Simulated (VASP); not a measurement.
# Pt (Fm-3m) in VASP: notebook, part 2 of 2

VASP 6.6.1.

## (3) Single point, PBE

This run uses another cell than the first one, of 15.03 Å³/atom.

INCAR

```
ALGO = Normal
EDIFF = 1E-6
ENCUT = 520
GGA = PE
ISIF = 2
ISMEAR = -1
LASPH = T
LCHARG = F
LREAL = F
LWAVE = F
NBANDS = 11
NELM = 60
PREC = Accurate
SIGMA = 0.06122561905347299
```

KPOINTS

```
k-points
0
Gamma
  24 24 24
```

POSCAR

```
Pt
1.0
    0.0000000000      1.9587104613      1.9587104613
    1.9587104613      0.0000000000      1.9587104613
    1.9587104613      1.9587104613      0.0000000000
Pt
1
Direct
    0.0000000000      0.0000000000      0.0000000000
```

Potentials or basis: VASP PAW PBE potentials, release 64 (Pt).

On the command line:

```bash
> cat potpaw_PBE.64/Pt/POTCAR > POTCAR
> mpirun -np 1 vasp_std > vasp.out
```

Wall time 46 s (1 thread of Intel Xeon 8259CL, shared host); peak memory 0.2 GiB.

Results (log left out):

```yaml
Free_energy: -6.0911 eV
Pressure: 10.7 GPa
Band_gap_on_the_k_mesh: zero (bands 5 and 6 overlap by 2.25 eV)
```

Levels at points of the mesh, in eV from the Fermi level:
```
           k point  band 2  band 3  band 4  band 5  band 6  band 7  band 8  band 9
(0.00, 0.00, 0.00)   -3.81   -3.81   -3.81   -1.64   -1.64   14.63   19.62   19.62
(0.50, 0.00, 0.00)   -3.87   -3.87   -0.48    0.05    0.05    5.87   14.20   19.01
(0.50, 0.50, 0.00)   -6.65    0.01    0.50    0.50    1.78    8.92   11.41   11.41
```

Caveat: the cell stands under pressure; spin-orbit coupling is left out, which moves the levels of the heavy elements.

## (4) Single point, PBE

This run uses another cell than the first one, of 15.34 Å³/atom.

INCAR

```
SYSTEM = Pt
PREC = Accurate
ENCUT = 520
EDIFF = 1E-7
ISMEAR = -1
SIGMA = 0.06122561905347299
LREAL = .False.
LASPH = .True.
NELM = 100
ALGO = Normal
ISIF = 2
LWAVE = .False.
LCHARG = .False.
GGA = PE
NBANDS = 11
```

KPOINTS

```
regular mesh
0
Gamma
  24 24 24
  0 0 0
```

POSCAR

```
Pt
1.0
    0.0000000000      1.9722192362      1.9722192362
    1.9722192362      0.0000000000      1.9722192362
    1.9722192362      1.9722192362      0.0000000000
Pt
1
Direct
    0.0000000000      0.0000000000      0.0000000000
```

On the command line:

```bash
> cat potpaw_PBE.64/Pt/POTCAR > POTCAR
> mpirun -np 1 vasp_std > vasp.out
```

Wall time 53 s (1 thread of Intel Xeon 8259CL, shared host); peak memory 0.2 GiB.

Results (log left out):

```yaml
Free_energy: -6.1062 eV
Pressure: 4.7 GPa
Band_gap_on_the_k_mesh: zero (bands 5 and 6 overlap by 2.17 eV)
```

Levels at points of the mesh, in eV from the Fermi level:
```csv
k point,band 1,band 2,band 3,band 4,band 5,band 6,band 7,band 8,band 9,band 10
"(0.00, 0.00, 0.00)",-10.02,-3.68,-3.68,-3.68,-1.58,-1.58,14.69,19.56,19.56,19.56
"(0.50, 0.00, 0.00)",-7.14,-3.74,-3.74,-0.40,0.04,0.04,5.72,14.25,18.87,18.87
"(0.50, 0.50, 0.00)",-6.88,-6.44,0.01,0.48,0.48,1.82,8.70,11.35,11.35,19.95
```

Caveat: the cell stands under pressure; spin-orbit coupling is left out, which moves the levels of the heavy elements.

## (5) Single point, PBE

This run uses another cell than the first one, of 15.34 Å³/atom.

INCAR

```
PREC = Accurate
ENCUT = 520
EDIFF = 1E-6
ISMEAR = -1
SIGMA = 0.06122561905347299
LREAL = F
LASPH = T
NELM = 100
ALGO = Normal
ISIF = 2
LWAVE = F
LCHARG = F
GGA = PE
NBANDS = 11
```

KPOINTS

```
Automatic mesh
0
Gamma
  24 24 24
```

POSCAR is that of step 4.

Potentials or basis: VASP PAW PBE potentials, release 64 (Pt).

On the command line:

```bash
> cat potpaw_PBE.64/Pt/POTCAR > POTCAR
> mpirun -np 1 vasp_std > vasp.out
```

OUTCAR:

```text
PREC = Accurate
   ENCUT = 520
   EDIFF = 1E-6
   ISMEAR = -1
   LREAL = F
   LASPH = T
   NELM = 100
   ISIF = 2
   GGA = PE

 ion  position               nearest neighbor table
   1  0.000  0.000  0.000-

  LATTYP: Found a face centered cubic cell.
 ALAT       =     3.9444384724

  Lattice vectors:

 A1 = (   0.0000000000,   1.9722192362,   1.9722192362)
 A2 = (   1.9722192362,   0.0000000000,   1.9722192362)
 A3 = (   1.9722192362,   1.9722192362,   0.0000000000)

Analysis of symmetry for initial positions (statically):
=====================================================================
 Subroutine PRICEL returns:
 Original cell was already a primitive cell.

 Routine SETGRP: Setting up the symmetry group for a
 face centered cubic supercell.

 Subroutine GETGRP returns: Found 48 space group operations
 (whereof 48 operations were pure point group operations)
 out of a pool of 48 trial point group operations.

The static configuration has the point symmetry O_h .

Analysis of symmetry for dynamics (positions and initial velocities):
=====================================================================
 Subroutine PRICEL returns:
[... 165 lines left out ...]
      2       7.2532      2.00000
      3       7.2532      2.00000
      4       7.2532      2.00000
      5       9.3482      2.00000
      6       9.3482      2.00000
      7      25.6240      0.00000
      8      30.4936      0.00000
      9      30.4936      0.00000
     10      30.4936      0.00000
     11      35.7754      0.00000
[... 309 lines left out ...]
 k-point    24 :       0.4583    0.0417    0.0000
  band No.  band energies     occupation
      1       3.8450      2.00000
      2       7.1728      2.00000
      3       7.2767      2.00000
      4       9.5639      2.00000
      5      10.9330      0.98611
      6      11.2227      0.01700
      7      17.3912      0.00000
      8      25.4163      0.00000
      9      29.7999      0.00000
     10      30.0915      0.00000
     11      38.4234      0.00000

 [... further k-points ...]

------------------------ aborting loop because EDIFF is reached ----------------------------------------

  FORCE on cell =-STRESS in cart. coord.  units (eV):
  Direction    XX          YY          ZZ          XY          YZ          ZX
  --------------------------------------------------------------------------------------
  -------------------------------------------------------------------------------------
  Total        0.4476973      0.4476973      0.4476973      0.0000000     -0.0000000     -0.0000000
  in kB       46.7519216     46.7519216     46.7519216      0.0000000     -0.0000000     -0.0000000
  external PRESSURE =      46.7519216 kB  Pullay stress =       0.0000000 kB

 VOLUME and BASIS-vectors are now :
 -----------------------------------------------------------------------------
  energy-cutoff  :      520.00
  volume of cell :       15.34
      direct lattice vectors                 reciprocal lattice vectors
     0.000000000  1.972219236  1.972219236    -0.253521511  0.253521511  0.253521511
     1.972219236  0.000000000  1.972219236     0.253521511 -0.253521511  0.253521511
     1.972219236  1.972219236  0.000000000     0.253521511  0.253521511 -0.253521511

 POSITION                                       TOTAL-FORCE (eV/Angst)
 -----------------------------------------------------------------------------------
      0.00000      0.00000      0.00000        -0.000000      0.000000     -0.000000
 -----------------------------------------------------------------------------------
    total drift:                               -0.000000      0.000000      0.000000

  FREE ENERGIE OF THE ION-ELECTRON SYSTEM (eV)
  ---------------------------------------------------
  free  energy   TOTEN  =        -6.1061910038 eV

  energy  without entropy=       -6.0823207716  energy(sigma->0) =       -6.09425589
```

Wall time 47 s (1 thread of Intel Xeon 8259CL, shared host); peak memory 0.2 GiB.

Results:

```
Free energy            : -6.1062 eV
Pressure               : 4.7 GPa
Band gap on the k mesh : zero (bands 5 and 6 overlap by 2.17 eV)
```

Caveat: the cell stands under pressure; spin-orbit coupling is left out, which moves the levels of the heavy elements.

## (6) The runs side by side

```tsv
cell	gap on the mesh (eV)	pressure (GPa)
a = 2.751 Å, angles 60.0°, 1 atom	none	17.4
a = 2.770 Å, angles 60.0°, 1 atom	none	10.7
a = 2.789 Å, angles 60.0°, 1 atom	none	4.7
```

Alike in all rows: task single point; level PBE; potentials or basis VASP PAW PBE potentials, release 64 (Pt); no spin polarisation; k mesh 24 × 24 × 24; cutoff (eV) 520; smearing fermi-dirac 0.0612256 eV.

Caveats: the cell stands under pressure; spin-orbit coupling is left out, which moves the levels of the heavy elements.

Total energies depend on the potentials used, so only differences within one code and one set of settings carry meaning.
